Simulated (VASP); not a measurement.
# AlRu (Pmm2) in VASP: further runs

Runs on AlRu. Level: PBEsol. Tasks: single point.

All numbers are computed with VASP 6.6.1; they aren't measurements. Logs are shortened: lines on timing, memory, paths and dates and some standing lists are left out, and cuts for length are marked.

### 1 The cell of the first run

The structure is orthorhombic, space group Pmm2 (No. 25). Conventional cell: a = 2.976 Å, b = 5.953 Å, c = 2.976 Å, α = 90.00°, β = 90.00°, γ = 90.00°. Within 3.4 Å of Al (site symmetry m) lie 8 Ru at 2.55 to 2.60 Å and 6 Al at 2.92 to 3.03 Å. Within 3.4 Å of Ru (site symmetry mm2) lie 8 Al at 2.59 to 2.60 Å and 6 Ru at 2.98 Å. Ru (site symmetry mm2) has 8 Al at 2.55 to 2.57 Å and 6 Ru at 2.98 Å within 3.4 Å.

### 2 Single point, PBEsol (atoms displaced along several vibrational modes)

File INCAR:

```
  ALGO = Fast
  EDIFF = 1E-7
  ENCUT = 520
  GGA = PS
  ISIF = 2
  ISMEAR = 0
  LASPH = T
  LCHARG = F
  LREAL = F
  LWAVE = F
  NBANDS = 25
  NELM = 80
  PREC = Accurate
  SIGMA = 0.15
```

File KPOINTS:

```
k-points
0
Gamma
  16 16 8
```

File POSCAR:

```
AlRu
1.0
    2.9763250904      0.0000000000      0.0000000000
    0.0000000000      2.9763250904      0.0000000000
    0.0000000000      0.0000000000      5.9526501809
Al Ru
2 2
Direct
    0.0000000000      0.0000000000     -0.0049053781
    0.0000000000      0.0000000000      0.5049053781
    0.4948258340      0.5000000000      0.2500000000
    0.5051741660      0.5000000000      0.7500000000
```

Potentials or basis: VASP PAW PBE potentials, release 64 (Al, Ru_pv).

Run with:

```sh
$ cat potpaw_PBE.64/Al/POTCAR potpaw_PBE.64/Ru_pv/POTCAR > POTCAR
$ mpirun -np 1 vasp_std > vasp.out
```

OUTCAR:

```text
EDIFF = 1E-7
   ENCUT = 520
   GGA = PS
   ISIF = 2
   ISMEAR = 0
   LASPH = T
   LREAL = F
   NELM = 80
   PREC = Accurate

 ion  position               nearest neighbor table
   1  0.000  0.000  0.995-   4 2.55   4 2.55   4 2.57   4 2.57   3 2.59   3 2.59   3 2.60   3 2.60
                             2 2.92   2 3.03
   2  0.000  0.000  0.505-   4 2.55   4 2.55   4 2.57   4 2.57   3 2.59   3 2.59   3 2.60   3 2.60
                             1 2.92   1 3.03
   3  0.495  0.500  0.250-   1 2.59   2 2.59   1 2.59   2 2.59   1 2.60   2 2.60   1 2.60   2 2.60
                             4 2.98   4 2.98
   4  0.505  0.500  0.750-   1 2.55   2 2.55   1 2.55   2 2.55   1 2.57   2 2.57   1 2.57   2 2.57
                             3 2.98   3 2.98

  LATTYP: Found a simple tetragonal cell.
 ALAT       =     2.9763250904
 C/A-ratio  =     2.0000000000

  Lattice vectors:

 A1 = (   2.9763250904,   0.0000000000,   0.0000000000)
 A2 = (   0.0000000000,   2.9763250904,   0.0000000000)
 A3 = (   0.0000000000,   0.0000000000,   5.9526501809)

Analysis of symmetry for initial positions (statically):
=====================================================================
 Subroutine PRICEL returns:
 Original cell was already a primitive cell.

 Routine SETGRP: Setting up the symmetry group for a
 simple tetragonal supercell.

 Subroutine GETGRP returns: Found  4 space group operations
 (whereof  2 operations were pure point group operations)
 out of a pool of 16 trial point group operations.

The static configuration has the point symmetry C_1h.
 The point group associated with its full space group is C_2v.

Analysis of symmetry for dynamics (positions and initial velocities):
=====================================================================
 Subroutine PRICEL returns:
 Original cell was already a primitive cell.

 Routine SETGRP: Setting up the symmetry group for a
 simple tetragonal supercell.

 Subroutine GETGRP returns: Found  4 space group operations
 (whereof  2 operations were pure point group operations)
 out of a pool of 16 trial point group operations.

The dynamic configuration has the point symmetry C_1h.
 The point group associated with its full space group is C_2v.

 Subroutine INISYM returns: Found  4 space group operations
 (whereof  2 operations are pure point group operations),
 and found     1 'primitive' translations

----------------------------------------------------------------------------------------

                                     Primitive cell

  volume of cell :      52.7316

  direct lattice vectors                    reciprocal lattice vectors
     2.976325090  0.000000000  0.000000000     0.335984803  0.000000000  0.000000000
     0.000000000  2.976325090  0.000000000     0.000000000  0.335984803  0.000000000
     0.000000000  0.000000000  5.952650181     0.000000000  0.000000000  0.167992402

  length of vectors
     2.976325090  2.976325090  5.952650181     0.335984803  0.335984803  0.167992402

  position of ions in fractional coordinates (direct lattice)
     0.000000000  0.000000000  0.995094622
     0.000000000  0.000000000  0.504905378
     0.494825834  0.500000000  0.250000000
     0.505174166  0.500000000  0.750000000

  ion indices of the primitive-cell ions
   primitive index   ion index
                 1           1
                 2           2
                 3           3
                 4           4

----------------------------------------------------------------------------------------

 KPOINTS: k-points

Automatic generation of k-mesh.
 Grid dimensions read from file:
 generate k-points for:   16   16    8

 Generating k-lattice:

  Cartesian coordinates                     Fractional coordinates (reciprocal lattice)
     0.020999050  0.000000000  0.000000000     0.062500000  0.000000000  0.000000000
     0.000000000  0.020999050  0.000000000     0.000000000  0.062500000  0.000000000
     0.000000000  0.000000000  0.020999050     0.000000000  0.000000000  0.125000000

  Length of vectors
     0.020999050  0.020999050  0.020999050

  Shift w.r.t. Gamma in fractional coordinates (k-lattice)
     0.000000000  0.000000000  0.000000000

 Subroutine IBZKPT returns following result:
 ===========================================

 Found    405 irreducible k-points:

 Following reciprocal coordinates:
            Coordinates               Weight
  0.000000  0.000000  0.000000      1.000000
  0.062500  0.000000  0.000000      2.000000
  0.000000  0.062500  0.000000      2.000000
  0.125000  0.000000  0.000000      2.000000
  0.000000  0.125000  0.000000      2.000000
  0.187500  0.000000  0.000000      2.000000
[... 16 lines left out ...]
  0.250000  0.062500  0.000000      4.000000
 -0.062500  0.250000  0.000000      4.000000
 [... further k-points ...]
   k-points           NKPTS =    405   k-points in BZ     NKDIM =    405   number of bands    NBANDS=     25
   number of dos      NEDOS =    301   number of ions     NIONS =      4
   total plane-waves  NPLWV =  27648
   dimension x,y,z NGX =    24 NGY =   24 NGZ =   48
   dimension x,y,z NGXF=    48 NGYF=   48 NGZF=   96
   ions per type =               2   2
   NGX,Y,Z   is equivalent  to a cutoff of  13.41, 13.41, 13.41 a.u.
   NGXF,Y,Z  is equivalent  to a cutoff of  26.81, 26.81, 26.81 a.u.
 SYSTEM =  unknown system
   PREC   = accura    normal or accurate (medium, high low for compatibility)
   ISTART =      0    job   : 0-new  1-cont  2-samecut
   ICHARG =      2    charge: 1-file 2-atom 10-const
   ISPIN  =      1    spin polarized calculation?
   LNONCOLLINEAR =      F non collinear calculations
   LSORBIT =      F    spin-orbit coupling
   LASPH  =      T    aspherical Exc in radial PAW
   ENCUT  =  520.0 eV  38.22 Ry    6.18 a.u.   5.53  5.53 11.07*2*pi/ulx,y,z
   NELM   =     80;   NELMIN=  2; NELMDL= -5     # of ELM steps
   EDIFF  = 0.1E-06   stopping-criterion for ELM
   LREAL  =      F    real-space projection
   EDIFFG = 0.1E-05   stopping-criterion for IOM
   NSW    =      0    number of steps for IOM
   IBRION =     -1    ionic relax: 0-MD 1-quasi-New 2-CG
   NFREE  =      0    steps in history (QN), initial steepest desc. (CG)
   ISIF   =      2    stress and relaxation
   ISYM   =      2    0-nonsym 1-usesym 2-fastsym
   POTIM  = 0.5000    time-step for ionic-motion
   TEBEG  =    0.0;   TEEND  =   0.0 temperature during run
   PSTRESS=    0.0 pullay stress
   NELECT =      34.0000    total number of electrons
   NUPDOWN=      -1.0000    fix difference up-down
   EMIN   =  10.00;   EMAX   =-10.00  energy-range for DOS
   EFERMI =   0.00;   METHOD = LEGACY
   ISMEAR =     0;   SIGMA  =   0.15  broadening in eV -4-tet -1-fermi 0-gaus
   EFERMI_NEDOS =   21; number of points for ismear=-14 and -15
   IALGO  =     68    algorithm
   IMIX   =      4    mixing-type and parameters
     AMIX     =   0.40;   BMIX     =  1.00
     AMIX_MAG =   1.60;   BMIX_MAG =  1.00
  volume/ion in A,a.u.               =      13.18        88.96
  Fermi-wavevector in a.u.,A,eV,Ry     =   1.414308  2.672655 27.215300  2.000268
  Thomas-Fermi vector in A             =   2.535864
   LORBIT       =      0    0 simple, 1 ext, 2 COOP (PROOUT), +10 PAW based schemes
   GGA     = PS    functional components
   LHFCALC =     F    Hartree Fock is set to
   AEXX    =    0.0000 exact exchange contribution
   IVDW    =     0    specifies the selected vdW correction
   LEPSILON=     F    determine dielectric tensor
   LRPA    =     F    only Hartree local field effects (RPA)
 non-spin polarized calculation
 RMM-DIIS sequential band-by-band and
 Gauss-broadening in eV      SIGMA  =   0.15
  energy-cutoff  :      520.00
  volume of cell :       52.73
 maximum number of plane-waves:      1447
 NGX is ok and might be reduce to    24
   NGX = 11   NGY = 11   NGZ = 23

 number of electron      33.9999994 magnetization

 Free energy of the ion-electron system (eV)
  ---------------------------------------------------
  ext. energy  EPLUGINS =         0.00000000
  ---------------------------------------------------
  free energy    TOTEN  =       -31.04198350 eV

  energy without entropy =      -31.00486235  energy(sigma->0) =      -31.02342292

 E-fermi :  10.8332     XC(G=0): -12.7657

 val. band max:       10.8282644005   @ k =   0.2500   0.0000   0.2500
 cond. band min:      10.8345294308   @ k =   0.5000   0.3750   0.5000
 fundamental gap:      0.0062650303
 Fermi energy:        10.8331756787

 k-point     1 :       0.0000    0.0000    0.0000
  band No.  band energies     occupation
      1     -31.1229      2.00000
      2     -30.9008      2.00000
      3     -30.9006      2.00000
      4     -30.8999      2.00000
      5     -30.8817      2.00000
      6     -30.8814      2.00000
[... 17 lines left out ...]
     24      21.7900      0.00000
     25      21.9146      0.00000

 k-point     2 :       0.0625    0.0000    0.0000
  band No.  band energies     occupation
      1     -31.1219      2.00000
      2     -30.9092      2.00000
      3     -30.9001      2.00000
      4     -30.8991      2.00000
      5     -30.8897      2.00000
      6     -30.8809      2.00000
[... 17 lines left out ...]
     24      21.4331      0.00000
     25      21.7391      0.00000

 k-point     3 :       0.0000    0.0625    0.0000
  band No.  band energies     occupation
      1     -31.1219      2.00000
      2     -30.9095      2.00000
      3     -30.8999      2.00000
      4     -30.8991      2.00000
      5     -30.8899      2.00000
      6     -30.8807      2.00000
[... 17 lines left out ...]
     24      21.4473      0.00000
     25      21.7448      0.00000

 k-point     4 :       0.1250    0.0000    0.0000
  band No.  band energies     occupation
      1     -31.1188      2.00000
      2     -30.9338      2.00000
      3     -30.9131      2.00000
      4     -30.8981      2.00000
      5     -30.8971      2.00000
      6     -30.8788      2.00000
[... 17 lines left out ...]
     24      20.4669      0.00000
     25      21.2559      0.00000

 k-point     5 :       0.0000    0.1250    0.0000
  band No.  band energies     occupation
      1     -31.1188      2.00000
      2     -30.9340      2.00000
      3     -30.9133      2.00000
      4     -30.8978      2.00000
      5     -30.8971      2.00000
      6     -30.8786      2.00000
[... 17 lines left out ...]
     24      20.4711      0.00000
     25      21.2506      0.00000

 k-point     6 :       0.1875    0.0000    0.0000
  band No.  band energies     occupation
      1     -31.1141      2.00000
      2     -30.9703      2.00000
      3     -30.9480      2.00000
      4     -30.8950      2.00000
      5     -30.8940      2.00000
      6     -30.8757      2.00000
[... 17 lines left out ...]
     24      19.3458      0.00000
     25      20.5997      0.00000
[... 393 lines left out ...]
 k-point    21 :       0.1875    0.0625    0.0000
  band No.  band energies     occupation
      1     -31.1131      2.00000
      2     -30.9695      2.00000
      3     -30.9472      2.00000
      4     -30.9035      2.00000
      5     -30.8932      2.00000
      6     -30.8838      2.00000
[... 17 lines left out ...]
     24      19.4976      0.00000
     25      20.8303      0.00000

 k-point    22 :      -0.0625    0.1875    0.0000
  band No.  band energies     occupation
      1     -31.1131      2.00000
      2     -30.9697      2.00000
      3     -30.9475      2.00000
      4     -30.9032      2.00000
      5     -30.8932      2.00000
      6     -30.8836      2.00000
[... 17 lines left out ...]
     24      19.4998      0.00000
     25      20.8318      0.00000

 k-point    23 :       0.2500    0.0625    0.0000
  band No.  band energies     occupation
      1     -31.1077      2.00000
      2     -31.0123      2.00000
      3     -30.9882      2.00000
      4     -30.8997      2.00000
      5     -30.8896      2.00000
      6     -30.8801      2.00000
[... 17 lines left out ...]
     24      19.0830      0.00000
     25      20.2219      0.00000

 k-point    24 :      -0.0625    0.2500    0.0000
  band No.  band energies     occupation
      1     -31.1077      2.00000
      2     -31.0125      2.00000
      3     -30.9884      2.00000
      4     -30.8995      2.00000
      5     -30.8896      2.00000
      6     -30.8799      2.00000
[... 17 lines left out ...]
     24      19.0817      0.00000
     25      20.2211      0.00000

 [... further k-points ...]

------------------------ aborting loop because EDIFF is reached ----------------------------------------

  FORCE on cell =-STRESS in cart. coord.  units (eV):
  Direction    XX          YY          ZZ          XY          YZ          ZX
  --------------------------------------------------------------------------------------
  -------------------------------------------------------------------------------------
  Total        0.0592486      0.0629787      0.0807033      0.0000000      0.0000000      0.0000000
  in kB        1.8001858      1.9135221      2.4520570      0.0000000      0.0000000      0.0000000
  external PRESSURE =       2.0552550 kB  Pullay stress =       0.0000000 kB

 VOLUME and BASIS-vectors are now :
 -----------------------------------------------------------------------------
  energy-cutoff  :      520.00
  volume of cell :       52.73
      direct lattice vectors                 reciprocal lattice vectors
     2.976325090  0.000000000  0.000000000     0.335984803  0.000000000  0.000000000
     0.000000000  2.976325090  0.000000000     0.000000000  0.335984803  0.000000000
     0.000000000  0.000000000  5.952650181     0.000000000  0.000000000  0.167992402

 POSITION                                       TOTAL-FORCE (eV/Angst)
 -----------------------------------------------------------------------------------
      0.00000      0.00000      5.92345         0.011273      0.000000      0.331168
      0.00000      0.00000      3.00553         0.011273      0.000000     -0.331168
      1.47276      1.48816      1.48816         0.144364      0.000000      0.000000
      1.50356      1.48816      4.46449        -0.166911      0.000000      0.000000
 -----------------------------------------------------------------------------------
    total drift:                                0.000001      0.000000      0.000000

  FREE ENERGIE OF THE ION-ELECTRON SYSTEM (eV)
  ---------------------------------------------------
  free  energy   TOTEN  =       -31.0419835013 eV

  energy  without entropy=      -31.0048623463  energy(sigma->0) =      -31.02342292
```

Run time: 8.6 min. Hardware: 1 thread of Intel Xeon 8259CL, shared host; peak memory 0.52 GiB.

Results:

```
Free energy            : -31.0420 eV
Pressure               : 0.2 GPa
Largest force          : 0.331 eV/Å
Band gap on the k mesh : zero (bands 17 and 18 overlap by 3.07 eV)
```

Forces in eV/Å, atoms in the order of the input:
```
Al   0.011  0.000  0.331
Al   0.011  0.000 -0.331
Ru   0.144  0.000  0.000
Ru  -0.167  0.000  0.000
```

Levels at points of the mesh, in eV from the Fermi level:
```csv
k point,band 14,band 15,band 16,band 17,band 18,band 19,band 20,band 21
"(0.00, 0.00, 0.00)",-1.65,0.17,0.18,0.18,0.45,2.32,6.13,6.13
"(0.50, 0.00, 0.00)",-1.39,-1.38,-1.21,-1.20,0.44,1.55,2.32,5.36
"(0.00, 0.50, 0.00)",-1.39,-1.39,-1.21,-1.20,0.44,1.55,2.32,5.36
"(0.50, 0.50, 0.00)",-1.21,-1.21,1.54,1.64,1.65,2.68,4.11,4.12
"(0.00, 0.00, 0.50)",-0.91,-0.84,-0.84,0.26,0.35,3.12,3.17,7.97
"(0.50, 0.00, 0.50)",-1.57,-1.52,-1.36,-0.52,-0.44,2.14,2.18,7.29
"(0.00, 0.50, 0.50)",-1.58,-1.52,-1.36,-0.52,-0.44,2.14,2.18,7.31
"(0.50, 0.50, 0.50)",-1.42,1.58,1.61,1.79,1.79,1.99,1.99,4.63
```

Caveat: the cell differs from its parent crystal (atoms displaced along several vibrational modes); the PAW data sets were made with another functional, which shifts forces and pressure a little.

(Continued in part 2 of 2.)
